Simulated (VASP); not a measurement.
Input of a VASP 6.6.1 run:

INCAR

```
ALGO     = Normal         # electronic algorithm
EDIFF    = 1E-6           # SCF threshold, eV
ENCUT    = 520            # plane-wave cutoff, eV
GGA      = PE             # functional
ISIF     = 2              # what is computed and relaxed
ISMEAR   = 0              # smearing method
LASPH    = T              # aspherical terms in the spheres
LCHARG   = T              # write CHGCAR
LELF     = T              # ELF
LREAL    = F              # projectors in reciprocal space
LVHAR    = T            
LWAVE    = F              # write WAVECAR
NBANDS   = 42             # bands
NELM     = 100            # most SCF steps
PREC     = Accurate       # precision mode
SIGMA    = 0.1            # smearing width, eV
```

KPOINTS

```
k-points
0
Gamma
  4 4 4
```

Contents of POSCAR:

```
Ag
1.0
    4.8292992572      0.0000000000      0.0000000000
    0.0000000000      5.2490721027      0.0000000000
   -2.1662037439      0.0000000000      4.7753710627
Ag
6
Direct
    0.0000000000      0.0000000000      0.0000000000
    0.0000000000      0.5000000000      0.5000000000
    0.4250000000      0.3600000000      0.2650000000
    0.5750000000      0.8600000000      0.2350000000
    0.5750000000      0.6400000000      0.7350000000
    0.4250000000      0.1400000000      0.7650000000
```

Potentials or basis: VASP PAW PBE potentials, release 64 (Ag).

Command:

```bash
$ cat potpaw_PBE.64/Ag/POTCAR > POTCAR
$ mpirun -np 1 vasp_std > vasp.out
```

**Question.** Estimate the largest force.

**Answer.** 0.811 eV/Å.

**Question.** Predict the pressure.

**Answer.** 5.5 GPa.

**Question.** Estimate the band gap on the k mesh.

**Answer.** Zero (band 33 reaches 9.38 eV, above the bottom of band 34 at 4.41 eV).

Forces on the atoms (eV/Å):
```
Ag   0.000  0.000  0.000
Ag   0.000  0.000  0.000
Ag  -0.443 -0.071 -0.676
Ag   0.443 -0.071  0.676
Ag   0.443  0.071  0.676
Ag  -0.443  0.071 -0.676
```
